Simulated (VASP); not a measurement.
The system is PbF6.

```
Pb F
1.0
    -3.08070    3.08070    3.08070
     3.08070   -3.08070    3.08070
     3.08070    3.08070   -3.08070
Pb F
1 6
Direct
  0.00000 0.00000 0.00000
  0.00000 0.70971 0.70971
  0.00000 0.29029 0.29029
  0.70971 0.00000 0.70971
  0.29029 0.00000 0.29029
  0.70971 0.70971 0.00000
  0.29029 0.29029 0.00000
```

The cell was built from a structure type or drawn by symmetry, and may not be a known phase.

| Item | Value |
| --- | --- |
| Program | VASP 6.6.1 |
| Task | relaxation of cell and atoms |
| Functional | PBE |
| Potentials or basis | VASP PAW PBE potentials, release 64 (Pb_d, F) |
| Cutoff | 600 eV |
| k mesh | 4 × 4 × 4 |
| Occupations | gaussian, width 0.1 eV |
| Spin | no spin polarisation |

At the start: pressure 39.1 GPa; volume 16.71 Å³/atom.

Q: Where does the relaxation end?

A: Over 16 steps the energy falls by 790.5 meV/atom and the volume is 17.15 Å³/atom (+2.6 %); space group Im-3m (No. 229, to 0.1 Å) before and after.

The path:
```
step  energy change (eV)  largest force (eV/Å)  pressure (GPa)  volume (Å³)
   1              0.0000                8.2515           39.13       116.95
   2             -1.0498                0.5496          -10.69       200.50
   3             -5.3266                0.5320           -3.48       146.90
   4             -5.4044                0.2853           -2.34       144.36
   5             -5.4450                0.1556           -0.34       140.61
   6             -5.4454                0.0904           -0.64       141.11
   7             -5.4527                0.0972           -0.60       139.94
   8             -5.4735                0.1182           -0.43       136.45
   9             -5.5073                0.1562            0.01       129.66
  10             -5.5162                0.1653            1.64       116.75
  11             -5.5246                0.1944            0.62       123.40
  12             -5.5261                0.1951            0.96       120.53
  13             -5.5317                0.0920            0.62       119.97
  14             -5.5328                0.0200            0.39       119.58
  15             -5.5328                0.0238            0.40       119.60
  16             -5.5335                0.0174            0.30       120.03
```

Final structure:
```
CELL_PARAMETERS angstrom
-3.10748 3.10748 3.10748
3.10748 -3.10748 3.10748
3.10748 3.10748 -3.10748
ATOMIC_POSITIONS crystal
Pb 0.00000 0.00000 0.00000
F 0.00000 0.66537 0.66537
F 0.00000 0.33463 0.33463
F 0.66537 0.00000 0.66537
F 0.33463 0.00000 0.33463
F 0.66537 0.66537 0.00000
F 0.33463 0.33463 0.00000
```

Caveat: the k points lie up to 0.36 Å⁻¹ apart in the final cell, too coarse for converged energies and pressures of a metal.
